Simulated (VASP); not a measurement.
Wanted: the native input for a VASP 6.6.1 run.

* Task: single point
* Functional: PBE
* Potentials or basis: VASP PAW PBE potentials, release 64 (C)
* Cutoff: 520 eV
* k mesh: 12 × 12 × 4
* Occupations: gaussian, width 0.05 eV
* Spin: no spin polarisation
* Dipole correction: no
* Further INCAR settings: ALGO = Normal; EDIFF = 1e-06; NBANDS = 26

The structure of C lies in POSCAR:

```
C
1.0
    2.4551126132      0.0000000000      0.0000000000
   -1.2275563066      2.1261898921      0.0000000000
    0.0000000000      0.0000000000      8.0970746369
C
8
Direct
   -0.0137570027     -0.0275140053      0.0929732494
   -0.0137570027     -0.0275140053      0.5929732494
   -0.0137570027     -0.0275140053      0.4070267506
   -0.0137570027     -0.0275140053      0.9070267506
    0.3470903360      0.6941806720      0.1555299995
    0.6804236693      0.3608473387      0.6555299995
    0.3470903360      0.6941806720      0.3444700005
    0.6804236693      0.3608473387      0.8444700005
```

One way to write it, as run:

INCAR

```
PREC = Accurate
ENCUT = 520
EDIFF = 1E-6
ISMEAR = 0
SIGMA = 0.05
LREAL = False
LASPH = True
NELM = 100
ALGO = Normal
ISIF = 2
LWAVE = False
LCHARG = False
GGA = PE
NBANDS = 26
```

KPOINTS

```
Automatic mesh
0
Gamma
  12 12 4
```

Potentials or basis: VASP PAW PBE potentials, release 64 (C).

Launch:

```bash
$ cat potpaw_PBE.64/C/POTCAR > POTCAR
$ mpirun -np 1 vasp_std > vasp.out
```

Results of the run:

The pressure is 45.3 GPa, the largest force is 5.142 eV/Å and the band gap on the k mesh is 3.14 eV, indirect (least direct gap 3.53 eV).

Caveat: forces of over 1 eV/Å act on the atoms, so gaps and moduli don't describe the material at rest.

Run time: 68 s on 1 thread of AMD EPYC 9R45 96-Core Processor (Zen 5) (shared host), peak memory 0.18 GiB.
